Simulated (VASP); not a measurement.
Runs of VASP 6.6.1 on CuO. The structure is that of space group P4/mmm (No. 123), or close to it. The cells are those of the table. 

```tsv
task	level	potentials or basis	cell	cutoff (eV)	gap on the mesh (eV)	pressure (GPa)
single point	PBEsol	VASP PAW PBE potentials, release 64 (Cu, O)	a = 4.111, b = 4.111, c = 3.840 Å, 6 atoms	520	none	(a)
single point	r2SCAN	VASP PAW PBE potentials, release 64 (Cu_sv_GW, O)	a = 4.118, b = 4.118, c = 3.848 Å, 6 atoms	900	none	-0.4
relaxation of cell and atoms	PBEsol	VASP PAW PBE potentials, release 64 (Cu, O)	relaxed to 10 GPa from a = 4.161, b = 4.161, c = 3.888 Å, 6 atoms	600	none	10.0
single point	PBEsol	VASP PAW PBE potentials, release 64 (Cu, O)	a = 4.075, b = 4.075, c = 3.844 Å, 6 atoms	520	none	2.7
single point	PBEsol	VASP PAW PBE potentials, release 64 (Cu, O)	a = 3.813, b = 3.813, c = 3.818 Å, 6 atoms	520	none	31.1
```

Alike in all rows: no spin polarisation; k mesh 7 × 7 × 7; smearing fermi-dirac 0.05 eV.

**Question.** Estimate the missing entries.

**Answer.** (a) 0.6.

Caveats: the PAW data sets were made with another functional, which shifts forces and pressure a little; an odd number of electrons without spin polarisation forces a metal; a magnetic or distorted state may lie lower; semilocal functionals often make such compounds metallic where correlation or magnetic order opens a gap, which also shifts bond lengths; the cell is relaxed towards a set pressure, so the run minimises the enthalpy, not the energy (at least some runs); the cell stands under pressure (at least some runs).

A gap of «none» marks levels without a gap at the run's occupations.

The runs don't all hold the same shells in valence.
